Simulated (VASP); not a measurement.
# BaSi3 (Pm-3m) in VASP: further runs

The runs below take BaSi3 through single point, with PBE, PBE-based global hybrid with 35 % exact exchange, r2SCAN50.

Everything below comes from runs of VASP 6.6.1. Logs are shortened: lines on timing, memory, paths and dates and some standing lists are left out, and cuts for length are marked.

### 1 The cell of the first run

The structure is cubic, space group Pm-3m (No. 221). Conventional cell: a = 4.488 Å, b = 4.488 Å, c = 4.488 Å, α = 90.00°, β = 90.00°, γ = 90.00°. Ba (site symmetry m-3m) has 12 Si at 3.17 Å within 4.2 Å. Within 4.2 Å of Si (site symmetry 4/mmm) lie 4 Ba at 3.17 Å and 8 Si at 3.17 Å.

### 2 Single point, PBE

The input, INCAR:

```
PREC = Accurate ; ENCUT = 520
EDIFF = 1E-6 ; ISMEAR = 0
SIGMA = 0.05 ; LREAL = F
LASPH = T ; NELM = 60
ALGO = Normal ; ISIF = 2
LWAVE = F ; LCHARG = F
GGA = PE ; NBANDS = 19
```

The input, KPOINTS:

```
regular mesh
0
Gamma
  4 4 4
```

The input, POSCAR:

```
BaSi3
1.0
    4.4879836367      0.0000000000      0.0000000000
    0.0000000000      4.4879836367      0.0000000000
    0.0000000000      0.0000000000      4.4879836367
Ba Si
1 3
Direct
    0.0000000000      0.0000000000      0.0000000000
    0.0000000000      0.5000000000      0.5000000000
    0.5000000000      0.5000000000      0.0000000000
    0.5000000000      0.0000000000      0.5000000000
```

Potentials or basis: VASP PAW PBE potentials, release 64 (Ba_sv, Si).

Command:

```
> cat potpaw_PBE.64/Ba_sv/POTCAR potpaw_PBE.64/Si/POTCAR > POTCAR
> mpirun -np 1 vasp_std > vasp.out
```

OUTCAR:

```text
PREC = Accurate
   ENCUT = 520
   EDIFF = 1E-6
   ISMEAR = 0
   LREAL = F
   LASPH = T
   NELM = 60
   ISIF = 2
   GGA = PE

 ion  position               nearest neighbor table
   1  0.000  0.000  0.000-   2 3.17   3 3.17   4 3.17   2 3.17   4 3.17   2 3.17   3 3.17   2 3.17
                             3 3.17   4 3.17   4 3.17   3 3.17
   2  0.000  0.500  0.500-   1 3.17   1 3.17   1 3.17   1 3.17
   3  0.500  0.500  0.000-   1 3.17   1 3.17   1 3.17   1 3.17
   4  0.500  0.000  0.500-   1 3.17   1 3.17   1 3.17   1 3.17

  LATTYP: Found a simple cubic cell.
 ALAT       =     4.4879836367

  Lattice vectors:

 A1 = (   4.4879836367,   0.0000000000,   0.0000000000)
 A2 = (   0.0000000000,   4.4879836367,   0.0000000000)
 A3 = (   0.0000000000,   0.0000000000,   4.4879836367)

Analysis of symmetry for initial positions (statically):
=====================================================================
 Subroutine PRICEL returns:
 Original cell was already a primitive cell.

 Routine SETGRP: Setting up the symmetry group for a
 simple cubic supercell.

 Subroutine GETGRP returns: Found 48 space group operations
 (whereof 48 operations were pure point group operations)
 out of a pool of 48 trial point group operations.

The static configuration has the point symmetry O_h .

Analysis of symmetry for dynamics (positions and initial velocities):
=====================================================================
 Subroutine PRICEL returns:
 Original cell was already a primitive cell.

 Routine SETGRP: Setting up the symmetry group for a
 simple cubic supercell.

 Subroutine GETGRP returns: Found 48 space group operations
 (whereof 48 operations were pure point group operations)
 out of a pool of 48 trial point group operations.

The dynamic configuration has the point symmetry O_h .

 Subroutine INISYM returns: Found 48 space group operations
 (whereof 48 operations are pure point group operations),
 and found     1 'primitive' translations

----------------------------------------------------------------------------------------

                                     Primitive cell

  volume of cell :      90.3970

  direct lattice vectors                    reciprocal lattice vectors
     4.487983637  0.000000000  0.000000000     0.222817212  0.000000000  0.000000000
     0.000000000  4.487983637  0.000000000     0.000000000  0.222817212  0.000000000
     0.000000000  0.000000000  4.487983637     0.000000000  0.000000000  0.222817212

  length of vectors
     4.487983637  4.487983637  4.487983637     0.222817212  0.222817212  0.222817212

  position of ions in fractional coordinates (direct lattice)
     0.000000000  0.000000000  0.000000000
     0.000000000  0.500000000  0.500000000
     0.500000000  0.500000000  0.000000000
     0.500000000  0.000000000  0.500000000

  ion indices of the primitive-cell ions
   primitive index   ion index
                 1           1
                 2           2
                 3           3
                 4           4

----------------------------------------------------------------------------------------

 KPOINTS: regular mesh

Automatic generation of k-mesh.
 Grid dimensions read from file:
 generate k-points for:    4    4    4

 Generating k-lattice:

  Cartesian coordinates                     Fractional coordinates (reciprocal lattice)
     0.055704303  0.000000000  0.000000000     0.250000000  0.000000000  0.000000000
     0.000000000  0.055704303  0.000000000     0.000000000  0.250000000  0.000000000
     0.000000000  0.000000000  0.055704303     0.000000000  0.000000000  0.250000000

  Length of vectors
     0.055704303  0.055704303  0.055704303

  Shift w.r.t. Gamma in fractional coordinates (k-lattice)
     0.000000000  0.000000000  0.000000000

 Subroutine IBZKPT returns following result:
 ===========================================

 Found     10 irreducible k-points:

 Following reciprocal coordinates:
            Coordinates               Weight
  0.000000  0.000000  0.000000      1.000000
  0.250000  0.000000  0.000000      6.000000
  0.500000  0.000000  0.000000      3.000000
  0.250000  0.250000  0.000000     12.000000
  0.500000  0.250000  0.000000     12.000000
  0.500000  0.500000  0.000000      3.000000
  0.250000  0.250000  0.250000      8.000000
  0.500000  0.250000  0.250000     12.000000
  0.500000  0.500000  0.250000      6.000000
  0.500000  0.500000  0.500000      1.000000
   k-points           NKPTS =     10   k-points in BZ     NKDIM =     10   number of bands    NBANDS=     19
   number of dos      NEDOS =    301   number of ions     NIONS =      4
   total plane-waves  NPLWV =  46656
   dimension x,y,z NGX =    36 NGY =   36 NGZ =   36
   dimension x,y,z NGXF=    72 NGYF=   72 NGZF=   72
   ions per type =               1   3
   NGX,Y,Z   is equivalent  to a cutoff of  13.34, 13.34, 13.34 a.u.
   NGXF,Y,Z  is equivalent  to a cutoff of  26.67, 26.67, 26.67 a.u.
 SYSTEM =  unknown system
   PREC   = accura    normal or accurate (medium, high low for compatibility)
   ISTART =      0    job   : 0-new  1-cont  2-samecut
   ICHARG =      2    charge: 1-file 2-atom 10-const
   ISPIN  =      1    spin polarized calculation?
   LNONCOLLINEAR =      F non collinear calculations
   LSORBIT =      F    spin-orbit coupling
   LASPH  =      T    aspherical Exc in radial PAW
   ENCUT  =  520.0 eV  38.22 Ry    6.18 a.u.   8.34  8.34  8.34*2*pi/ulx,y,z
   NELM   =     60;   NELMIN=  2; NELMDL= -5     # of ELM steps
   EDIFF  = 0.1E-05   stopping-criterion for ELM
   LREAL  =      F    real-space projection
   EDIFFG = 0.1E-04   stopping-criterion for IOM
   NSW    =      0    number of steps for IOM
   IBRION =     -1    ionic relax: 0-MD 1-quasi-New 2-CG
   NFREE  =      0    steps in history (QN), initial steepest desc. (CG)
   ISIF   =      2    stress and relaxation
   ISYM   =      2    0-nonsym 1-usesym 2-fastsym
   POTIM  = 0.5000    time-step for ionic-motion
   TEBEG  =    0.0;   TEEND  =   0.0 temperature during run
   PSTRESS=    0.0 pullay stress
   NELECT =      22.0000    total number of electrons
   NUPDOWN=      -1.0000    fix difference up-down
   EMIN   =  10.00;   EMAX   =-10.00  energy-range for DOS
   EFERMI =   0.00;   METHOD = LEGACY
   ISMEAR =     0;   SIGMA  =   0.05  broadening in eV -4-tet -1-fermi 0-gaus
   EFERMI_NEDOS =   21; number of points for ismear=-14 and -15
   IALGO  =     38    algorithm
   IMIX   =      4    mixing-type and parameters
     AMIX     =   0.40;   BMIX     =  1.00
     AMIX_MAG =   1.60;   BMIX_MAG =  1.00
  volume/ion in A,a.u.               =      22.60       152.51
  Fermi-wavevector in a.u.,A,eV,Ry     =   1.022110  1.931509 14.214137  1.044710
  Thomas-Fermi vector in A             =   2.155772
   LORBIT       =      0    0 simple, 1 ext, 2 COOP (PROOUT), +10 PAW based schemes
   GGA     = PE    functional components
   LHFCALC =     F    Hartree Fock is set to
   AEXX    =    0.0000 exact exchange contribution
   IVDW    =     0    specifies the selected vdW correction
   LEPSILON=     F    determine dielectric tensor
   LRPA    =     F    only Hartree local field effects (RPA)
 non-spin polarized calculation
 Gauss-broadening in eV      SIGMA  =   0.05
  energy-cutoff  :      520.00
  volume of cell :       90.40
 maximum number of plane-waves:      2469
 NGX is ok and might be reduce to    36
   NGX = 17   NGY = 17   NGZ = 17

 number of electron      22.0000002 magnetization

 Free energy of the ion-electron system (eV)
  ---------------------------------------------------
  ext. energy  EPLUGINS =         0.00000000
  ---------------------------------------------------
  free energy    TOTEN  =       -16.54609856 eV

  energy without entropy =      -16.54406590  energy(sigma->0) =      -16.54508223

 E-fermi :   5.3704     XC(G=0):  -9.9845

 val. band max:        5.1611121955   @ k =   0.5000   0.5000   0.0000
 cond. band min:       5.4193161286   @ k =   0.5000   0.2500   0.0000
 fundamental gap:      0.2582039331
 Fermi energy:         5.3704199024

 k-point     1 :       0.0000    0.0000    0.0000
  band No.  band energies     occupation
      1     -21.2076      2.00000
      2      -6.7063      2.00000
      3      -6.7063      2.00000
      4      -6.7063      2.00000
      5      -4.5195      2.00000
      6       0.1232      2.00000
[... 11 lines left out ...]
     18       8.5232      0.00000
     19       8.5232      0.00000

 k-point     2 :       0.2500    0.0000    0.0000
  band No.  band energies     occupation
      1     -21.1952      2.00000
      2      -7.1923      2.00000
      3      -6.6670      2.00000
      4      -6.6670      2.00000
      5      -3.7382      2.00000
      6      -0.6412      2.00000
[... 11 lines left out ...]
     18       9.3480      0.00000
     19      10.6137      0.00000

 k-point     3 :       0.5000    0.0000    0.0000
  band No.  band energies     occupation
      1     -21.1828      2.00000
      2      -7.5474      2.00000
      3      -6.6267      2.00000
      4      -6.6267      2.00000
      5      -2.3157      2.00000
      6      -2.1902      2.00000
[... 11 lines left out ...]
     18      10.4245      0.00000
     19      11.6023      0.00000

 k-point     4 :       0.2500    0.2500    0.0000
  band No.  band energies     occupation
      1     -21.1834      2.00000
      2      -7.1679      2.00000
      3      -7.0011      2.00000
      4      -6.6301      2.00000
      5      -3.1569      2.00000
      6      -0.4916      2.00000
[... 11 lines left out ...]
     18      10.2288      0.00000
     19      11.1412      0.00000

 k-point     5 :       0.5000    0.2500    0.0000
  band No.  band energies     occupation
      1     -21.1715      2.00000
      2      -7.4160      2.00000
      3      -6.9763      2.00000
      4      -6.5924      2.00000
      5      -2.2845      2.00000
      6      -1.6310      2.00000
[... 11 lines left out ...]
     18      11.0831      0.00000
     19      11.8705      0.00000

 k-point     6 :       0.5000    0.5000    0.0000
  band No.  band energies     occupation
      1     -21.1602      2.00000
      2      -7.2693      2.00000
      3      -7.2693      2.00000
      4      -6.5574      2.00000
      5      -2.4847      2.00000
      6      -0.7729      2.00000
[... 11 lines left out ...]
     18      11.2577      0.00000
     19      12.9579      0.00000

 k-point     7 :       0.2500    0.2500    0.2500
  band No.  band energies     occupation
      1     -21.1721      2.00000
      2      -7.1250      2.00000
      3      -6.9255      2.00000
      4      -6.9255      2.00000
      5      -2.7667      2.00000
      6      -0.6396      2.00000
[... 11 lines left out ...]
     18       9.9153      0.00000
     19       9.9153      0.00000

 k-point     8 :       0.5000    0.2500    0.2500
  band No.  band energies     occupation
      1     -21.1607      2.00000
      2      -7.2963      2.00000
      3      -6.9492      2.00000
      4      -6.8457      2.00000
      5      -2.1794      2.00000
      6      -1.3888      2.00000
[... 11 lines left out ...]
     18      11.6568      0.00000
     19      11.7550      0.00000

 k-point     9 :       0.5000    0.5000    0.2500
  band No.  band energies     occupation
      1     -21.1498      2.00000
      2      -7.1641      2.00000
      3      -7.1641      2.00000
      4      -6.8163      2.00000
      5      -2.1681      2.00000
      6      -1.2548      2.00000
[... 11 lines left out ...]
     18      11.4885      0.00000
     19      11.7542      0.00000

 k-point    10 :       0.5000    0.5000    0.5000
  band No.  band energies     occupation
      1     -21.1394      2.00000
      2      -7.0495      2.00000
      3      -7.0495      2.00000
      4      -7.0495      2.00000
      5      -1.6962      2.00000
      6      -1.6962      2.00000
[... 11 lines left out ...]
     18      10.9915      0.00000
     19      10.9915      0.00000

------------------------ aborting loop because EDIFF is reached ----------------------------------------

  FORCE on cell =-STRESS in cart. coord.  units (eV):
  Direction    XX          YY          ZZ          XY          YZ          ZX
  --------------------------------------------------------------------------------------
  -------------------------------------------------------------------------------------
  Total       -0.2024762     -0.2024762     -0.2024762     -0.0000000     -0.0000000     -0.0000000
  in kB       -3.5886465     -3.5886465     -3.5886465     -0.0000000     -0.0000000     -0.0000000
  external PRESSURE =      -3.5886465 kB  Pullay stress =       0.0000000 kB

 VOLUME and BASIS-vectors are now :
 -----------------------------------------------------------------------------
  energy-cutoff  :      520.00
  volume of cell :       90.40
      direct lattice vectors                 reciprocal lattice vectors
     4.487983637  0.000000000  0.000000000     0.222817212  0.000000000  0.000000000
     0.000000000  4.487983637  0.000000000     0.000000000  0.222817212  0.000000000
     0.000000000  0.000000000  4.487983637     0.000000000  0.000000000  0.222817212

 POSITION                                       TOTAL-FORCE (eV/Angst)
 -----------------------------------------------------------------------------------
      0.00000      0.00000      0.00000         0.000000      0.000000      0.000000
      0.00000      2.24399      2.24399         0.000000      0.000000      0.000000
      2.24399      2.24399      0.00000         0.000000      0.000000      0.000000
      2.24399      0.00000      2.24399         0.000000      0.000000      0.000000
 -----------------------------------------------------------------------------------
    total drift:                               -0.000000     -0.000000      0.000000

  FREE ENERGIE OF THE ION-ELECTRON SYSTEM (eV)
  ---------------------------------------------------
  free  energy   TOTEN  =       -16.5460985630 eV

  energy  without entropy=      -16.5440659030  energy(sigma->0) =      -16.54508223
```

Run time: 11 s. Hardware: 1 thread of Intel Xeon Platinum 8559C (Emerald Rapids), shared host; peak memory 0.2 GiB.

What came out:

- Free energy: -16.5461 eV
- Pressure: -0.4 GPa
- Band gap on the k mesh: zero (bands 11 and 12 overlap by 1.80 eV)

Caveat: spin-orbit coupling is left out, which moves the levels of the heavy elements.

[end of part 1 of 2]
